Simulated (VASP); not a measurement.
# Eu (P6_3/mmc) in VASP: single point with r2SCAN

Aim: the single point of Eu with r2SCAN.

All numbers are computed with VASP 6.6.1; they aren't measurements. Logs are shortened: lines on timing, memory, paths and dates and some standing lists are left out, and cuts for length are marked.

## Step 1: The cell of the first run

It takes space group P6_3/mmc (No. 194, hexagonal). Conventional cell: a = 3.980 Å, b = 3.980 Å, c = 6.276 Å, α = 90.00°, β = 90.00°, γ = 120.00°. Within 5.1 Å of Eu (site symmetry -6m2) lie 12 Eu at 3.89 to 3.98 Å.

This isn't the form of Eu at room conditions, which is bcc.

## Step 2: Single point, r2SCAN, collinear spin, ferromagnetic start (43.05 Å³/atom)

File POSCAR:

```
Eu
1.0
    3.9803253359      0.0000000000      0.0000000000
   -1.9901626679      3.4470628562      0.0000000000
    0.0000000000      0.0000000000      6.2758182096
Eu
2
Direct
    0.3333333333      0.6666666667      0.7500000000
    0.6666666667      0.3333333333      0.2500000000
```

File INCAR.step1:

```
SYSTEM = Eu
PREC = Accurate
ENCUT = 800
ISMEAR = 0
SIGMA = 0.05
LREAL = .FALSE.
LASPH = .TRUE.
NELM = 200
ISPIN = 2
MAGMOM = 8.26 8.26
LMAXMIX = 6
NBANDS = 28
GGA = PE
ALGO = Normal
EDIFF = 1E-5
LWAVE = .TRUE.
LCHARG = .FALSE.
GGA_COMPAT = .FALSE.
KPAR = 4
```

File INCAR.step2:

```
SYSTEM = Eu
PREC = Accurate
ENCUT = 800
EDIFF = 1E-6
ISMEAR = 0
SIGMA = 0.05
LREAL = .FALSE.
LASPH = .TRUE.
NELM = 200
ALGO = Normal
ISIF = 2
LWAVE = .FALSE.
LCHARG = .FALSE.
ISPIN = 2
MAGMOM = 8.26 8.26
LORBIT = 11
LMAXMIX = 6
METAGGA = R2SCAN
LMIXTAU = .TRUE.
NBANDS = 28
ISTART = 1
GGA_COMPAT = .FALSE.
KPAR = 4
```

File KPOINTS:

```
regular mesh
0
G
  12 12 8
  0 0 0
```

Potentials or basis: VASP PAW PBE potentials, release 64 (Eu).

Command:

```console
$ cat potpaw_PBE.64/Eu/POTCAR > POTCAR
$ cp INCAR.step1 INCAR
$ mpirun -np 4 vasp_std > vasp.out
$ cp INCAR.step2 INCAR
$ mpirun -np 4 vasp_std > vasp.out
```

OUTCAR:

```text
SYSTEM = Eu
   PREC = Accurate
   ENCUT = 800
   EDIFF = 1E-6
   ISMEAR = 0
   LREAL = .FALSE.
   LASPH = .TRUE.
   NELM = 200
   ISIF = 2
   ISPIN = 2
   LORBIT = 11
   METAGGA = R2SCAN
   ISTART = 1

 ion  position               nearest neighbor table
   1  0.333  0.667  0.750-
   2  0.667  0.333  0.250-

  LATTYP: Found a hexagonal cell.
 ALAT       =     3.9803253359
 C/A-ratio  =     1.5767098616

  Lattice vectors:

 A1 = (   3.9803253359,   0.0000000000,   0.0000000000)
 A2 = (  -1.9901626679,   3.4470628562,   0.0000000000)
 A3 = (   0.0000000000,   0.0000000000,   6.2758182096)

Analysis of symmetry for initial positions (statically):
=====================================================================
 Subroutine PRICEL returns:
 Original cell was already a primitive cell.

 Routine SETGRP: Setting up the symmetry group for a
 hexagonal supercell.

 Subroutine GETGRP returns: Found 24 space group operations
 (whereof 12 operations were pure point group operations)
 out of a pool of 24 trial point group operations.

The static configuration has the point symmetry D_3d.
 The point group associated with its full space group is D_6h.

Analysis of symmetry for dynamics (positions and initial velocities):
=====================================================================
 Subroutine PRICEL returns:
 Original cell was already a primitive cell.

 Routine SETGRP: Setting up the symmetry group for a
 hexagonal supercell.

 Subroutine GETGRP returns: Found 24 space group operations
 (whereof 12 operations were pure point group operations)
 out of a pool of 24 trial point group operations.

The dynamic configuration has the point symmetry D_3d.
 The point group associated with its full space group is D_6h.

Analysis of structural, dynamic, and magnetic symmetry:
=====================================================================
 Subroutine PRICEL returns:
 Original cell was already a primitive cell.

 Routine SETGRP: Setting up the symmetry group for a
 hexagonal supercell.

 Subroutine GETGRP returns: Found 24 space group operations
 (whereof 12 operations were pure point group operations)
 out of a pool of 24 trial point group operations.

The overall configuration has the point symmetry D_3d.
 The point group associated with its full space group is D_6h.

 Subroutine INISYM returns: Found 24 space group operations
[... 117 lines left out ...]
     AMIX_MAG =   1.60;   BMIX_MAG =  1.00
  volume/ion in A,a.u.               =      43.05       290.54
  Fermi-wavevector in a.u.,A,eV,Ry     =   1.201033  2.269624 19.626149  1.442481
  Thomas-Fermi vector in A             =   2.336853
   LORBIT       =     11    0 simple, 1 ext, 2 COOP (PROOUT), +10 PAW based schemes
   METAGGA = R2SCAN    functional components
   LHFCALC =     F    Hartree Fock is set to
   AEXX    =    0.0000 exact exchange contribution
   IVDW    =     0    specifies the selected vdW correction
   LEPSILON=     F    determine dielectric tensor
   LRPA    =     F    only Hartree local field effects (RPA)
 spin polarized calculation
 Gauss-broadening in eV      SIGMA  =   0.05
  energy-cutoff  :      800.00
  volume of cell :       86.11
 maximum number of plane-waves:      4458
 NGX is ok and might be reduce to    40
   NGX = 19   NGY = 19   NGZ = 29

 number of electron      33.9999998 magnetization      15.8265896

 Free energy of the ion-electron system (eV)
  ---------------------------------------------------
  ext. energy  EPLUGINS =         0.00000000
  ---------------------------------------------------
  free energy    TOTEN  =       -79.41592922 eV

  energy without entropy =      -79.41146665  energy(sigma->0) =      -79.41369793

 E-fermi :   1.9356     XC(G=0):  -9.1627

 val. band max:        1.9295456320   @ k =   0.2500   0.2500   0.2500
 cond. band min:       1.9367573927   @ k =   0.3333   0.0833   0.3750
 fundamental gap:      0.0072117607
 Fermi energy:         1.9355613725

 spin component 1

 k-point     1 :       0.0000    0.0000    0.0000
  band No.  band energies     occupation
      1     -41.1277      1.00000
      2     -41.0909      1.00000
      3     -19.5571      1.00000
      4     -19.1625      1.00000
      5     -19.1625      1.00000
      6     -19.0945      1.00000
[... 733 lines left out ...]
     27       3.3752      0.00000
     28       3.6264      0.00000

 [... further k-points ...]

 spin component 2

 k-point     1 :       0.0000    0.0000    0.0000
  band No.  band energies     occupation
      1     -37.3378      1.00000
      2     -37.2909      1.00000
      3     -16.8843      1.00000
      4     -16.4152      1.00000
      5     -16.4152      1.00000
      6     -16.3338      1.00000
[... 733 lines left out ...]
     27       7.9833      0.00000
     28       8.0234      0.00000

 [... further k-points ...]

------------------------ aborting loop because EDIFF is reached ----------------------------------------

  FORCE on cell =-STRESS in cart. coord.  units (eV):
  Direction    XX          YY          ZZ          XY          YZ          ZX
  --------------------------------------------------------------------------------------
  -------------------------------------------------------------------------------------
  Total       -0.1977101     -0.1977101     -0.2151407     -0.0000000      0.0000000     -0.0000000
  in kB       -3.6787595     -3.6787595     -4.0030866     -0.0000000      0.0000000     -0.0000000
  external PRESSURE =      -3.7868685 kB  Pullay stress =       0.0000000 kB

 VOLUME and BASIS-vectors are now :
 -----------------------------------------------------------------------------
  energy-cutoff  :      800.00
  volume of cell :       86.11
      direct lattice vectors                 reciprocal lattice vectors
     3.980325336  0.000000000  0.000000000     0.251235745  0.145051025  0.000000000
    -1.990162668  3.447062856  0.000000000     0.000000000  0.290102050  0.000000000
     0.000000000  0.000000000  6.275818210     0.000000000  0.000000000  0.159341773

 POSITION                                       TOTAL-FORCE (eV/Angst)
 -----------------------------------------------------------------------------------
     -0.00000      2.29804      4.70686        -0.000000      0.000000     -0.000000
      1.99016      1.14902      1.56895         0.000000     -0.000000      0.000000
 -----------------------------------------------------------------------------------
    total drift:                               -0.000000      0.000000     -0.000000

  FREE ENERGIE OF THE ION-ELECTRON SYSTEM (eV)
  ---------------------------------------------------
  free  energy   TOTEN  =       -79.4159292201 eV

  energy  without entropy=      -79.4114666456  energy(sigma->0) =      -79.41369793

 total charge

# of ion       s       p       d       f       tot
--------------------------------------------------
    1        2.080   5.762   0.298   6.661  14.801
    2        2.080   5.762   0.298   6.661  14.801
--------------------------------------------------
tot          4.159  11.524   0.597  13.322  29.602

 magnetization (x)

# of ion       s       p       d       f       tot
--------------------------------------------------
    1       -0.004  -0.143   0.235   6.660   6.749
    2       -0.004  -0.143   0.235   6.660   6.749
--------------------------------------------------
tot         -0.007  -0.286   0.470  13.321  13.497
```

OUTCAR.step1:

```text
SYSTEM = Eu
   PREC = Accurate
   ENCUT = 800
   ISMEAR = 0
   LREAL = .FALSE.
   LASPH = .TRUE.
[... 1735 lines left out ...]
     -0.00000      2.29804      4.70686        -0.000000      0.000000      0.000000
      1.99016      1.14902      1.56895         0.000000      0.000000      0.000000
 -----------------------------------------------------------------------------------
    total drift:                               -0.000000      0.000000     -0.000000

  FREE ENERGIE OF THE ION-ELECTRON SYSTEM (eV)
  ---------------------------------------------------
  free  energy   TOTEN  =       -22.9269145827 eV

  energy  without entropy=      -22.9226905010  energy(sigma->0) =      -22.92480254
```

OSZICAR.step1:

```text
N       E                     dE             d eps       ncg     rms          rms(c)
DAV:   1     0.331554699920E+03    0.33155E+03   -0.15449E+04 13456   0.712E+03
DAV:   2     0.794188018647E+02   -0.25214E+03   -0.21077E+03 14724   0.393E+02
DAV:   3    -0.586991247168E+01   -0.85289E+02   -0.82429E+02 17312   0.245E+02
DAV:   4    -0.167155657794E+02   -0.10846E+02   -0.10683E+02 20560   0.767E+01
DAV:   5    -0.180383099544E+02   -0.13227E+01   -0.13073E+01 20320   0.237E+01    0.393E+01
DAV:   6    -0.236214518523E+02   -0.55831E+01   -0.74398E+00 18516   0.263E+01    0.286E+01
DAV:   7    -0.229282502781E+02    0.69320E+00   -0.19339E+00 19148   0.235E+01    0.136E+01
DAV:   8    -0.230658017577E+02   -0.13755E+00   -0.17701E+00 15768   0.320E+01    0.121E+01
DAV:   9    -0.229733545138E+02    0.92447E-01   -0.30177E-01 18852   0.123E+01    0.526E+00
DAV:  10    -0.229212346631E+02    0.52120E-01   -0.17999E-01 17480   0.909E+00    0.179E+00
DAV:  11    -0.229317942226E+02   -0.10560E-01   -0.85667E-02 20444   0.523E+00    0.282E+00
DAV:  12    -0.229287099332E+02    0.30843E-02   -0.71467E-02 16528   0.561E+00    0.158E+00
DAV:  13    -0.229272361554E+02    0.14738E-02   -0.88980E-03 20804   0.134E+00    0.657E-01
DAV:  14    -0.229267608777E+02    0.47528E-03   -0.21871E-03 18528   0.838E-01    0.279E-01
DAV:  15    -0.229269122634E+02   -0.15139E-03   -0.14440E-03 18996   0.187E-01    0.438E-01
DAV:  16    -0.229269145827E+02   -0.23193E-05   -0.98770E-05 16792   0.134E-01
   1 F= -.22926915E+02 E0= -.22924803E+02  d E =-.422408E-02  mag=    15.2031
```

Run time: 52 min. Hardware: 4 MPI ranks of AMD EPYC 9R45 (Zen 5), shared host; peak memory 0.92 GiB.

What came out:

```yaml
Free_energy: -79.4159 eV
Pressure: -0.4 GPa
Net_moment: 15.83 μB per cell
Site_moments: Eu +6.75 μB
Valence_electrons_inside_the_program's_atomic_spheres: Eu 14.80
```

Caveat: the PAW data sets were made with another functional, which shifts forces and pressure a little; spin-orbit coupling is left out, which moves the levels of the heavy elements; semilocal functionals describe open f shells poorly, which spoils levels, moments and volumes. The state reached can hang on the start; a lower one may exist.
